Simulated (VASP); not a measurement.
Here is a VASP 6.6.1 calculation.

INCAR

```
  PREC = Accurate
  ENCUT = 600
  EDIFF = 1E-6
  ISMEAR = -1
  SIGMA = 0.05
  LREAL = F
  LASPH = T
  NELM = 80
  ALGO = Normal
  ISIF = 3
  LWAVE = F
  LCHARG = F
  GGA = PE
  IBRION = 2
  NSW = 60
  EDIFFG = -0.01
```

Contents of KPOINTS:

```
Automatic mesh
0
Gamma
  10 10 6
```

The input POSCAR:

```
Ge
1.0
    1.4880529250     -2.5946896100      0.0000000000
    1.4880529250      2.5946896100      0.0000000000
    0.0000000000      0.0000000000      4.7275957900
Ge
2
Direct
    0.3334466300      0.6665533700      0.2500000000
    0.6665533700      0.3334466300      0.7500000000
```

Potentials or basis: VASP PAW PBE potentials, release 64 (Ge_d).

Command:

```bash
$ cat potpaw_PBE.64/Ge_d/POTCAR > POTCAR
$ mpirun -np 1 vasp_std > vasp.out
```

Question: What does it give for the relaxed cell?

Answer: a = 3.027 Å, b = 3.027 Å, c = 4.888 Å, α = 90.00°, β = 90.00°, γ = 120.45°.

Question: Predict the space group after relaxing (to 0.1 Å).

Answer: P6_3/mmc (No. 194).

The path:
```
step  energy change (eV)  largest force (eV/Å)  pressure (GPa)  volume (Å³)
   1              0.0000                0.0009            4.41        36.51
   2             -0.0300                0.0003           -0.84        39.23
   3             -0.0313                0.0001           -0.26        38.76
   4             -0.0313                0.0001            0.04        38.69
   5             -0.0320                0.0008           -0.06        38.65
   6             -0.0323                0.0015           -0.11        38.62
   7             -0.0323                0.0016            0.01        38.61
```
